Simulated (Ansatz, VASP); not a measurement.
## Li3Br in VASP and in Ansatz

```xyz
4
Lattice="3.5356 0.0000 0.3327 0.0000 5.7902 0.0000 -0.6060 0.0000 6.3860" Properties=species:S:1:pos:R:3 pbc="T T T"
Li    0.5499    4.4174    2.1022
Li    0.5499    1.3728    2.1022
Li    2.0847    0.0000    4.7788
Br    0.7578    0.0000   -0.0215
```

Alike in both runs: functional PBE; k mesh 6 × 4 × 4; occupations gaussian, width 0.1 eV; no spin polarisation.

Ansatz relaxed the structure, and its values are those at the end. VASP's run is a single point on that final structure, the one shown.

|  | VASP | Ansatz |
| --- | --- | --- |
| version | VASP 6.6.1 | Ansatz 0.2.0 |
| potentials or method | VASP PAW PBE potentials, release 64 (Li_sv, Br), cutoff 520 eV | scalar-relativistic, plane waves, PAW |
| valence electrons in the cell | 16 | 16 |

```csv
,VASP,Ansatz,Ansatz less VASP
gap on the k mesh at the Fermi level (eV),none,none,-
rms of the force components (eV/Å),0.003,0.003,-0.0002
```

A gap of «none» marks a metal or a gap that the smearing closes.

Noted on VASP's run: the cutoff is short for stress, so the pressure is rough.
